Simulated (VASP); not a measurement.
A run of VASP 6.6.1:

Contents of INCAR:

```
SYSTEM = AlNi
PREC     = Accurate       ! precision mode
ENCUT    = 520            ! plane-wave cutoff, eV
EDIFF    = 1E-6           ! SCF threshold, eV
ISMEAR   = -1             ! smearing method
SIGMA    = 0.05           ! smearing width, eV
LREAL    = .False.        ! projectors in reciprocal space
LASPH    = .True.         ! aspherical terms in the spheres
NELM     = 150            ! most SCF steps
ALGO     = Normal         ! electronic algorithm
ISIF     = 2              ! what is computed and relaxed
LWAVE    = .False.        ! write WAVECAR
LCHARG   = .False.        ! write CHGCAR
ISPIN    = 2              ! spin polarisation
MAGMOM   = 1 0            ! initial moments
LORBIT   = 11             ! projections on sites
LMAXMIX  = 4              ! l up to which the mixer works
GGA      = PS             ! functional
IVDW     = 12             ! dispersion correction
NBANDS   = 18             ! bands
```

The input KPOINTS:

```
regular mesh
0
Gamma
  10 10 9
  0 0 0
```

The input POSCAR:

```
AlNi
1.0
    2.0028615445     -2.0028830408      0.0000000000
    2.0028615445      2.0028830408      0.0000000000
    0.0000000000      0.0000000000      2.8275097250
Ni Al
1 1
Direct
    0.5000000000      0.5000000000      0.5000000000
    0.0000000000      0.0000000000      0.0000000000
```

Potentials or basis: VASP PAW PBE potentials, release 64 (Ni, Al).

Command:

```sh
$ cat potpaw_PBE.64/Ni/POTCAR potpaw_PBE.64/Al/POTCAR > POTCAR
$ mpirun -np 1 vasp_std > vasp.out
```

Hardware: 1 thread of Intel(R) Xeon(R) 6975P-C (Granite Rapids), on a shared host.

Question: Estimate the wall time of this run.

Answer: It took 47 s on 1 thread of Intel(R) Xeon(R) 6975P-C (Granite Rapids) (shared host), peak memory 0.23 GiB. Counts: scf iterations 14, k points 155.
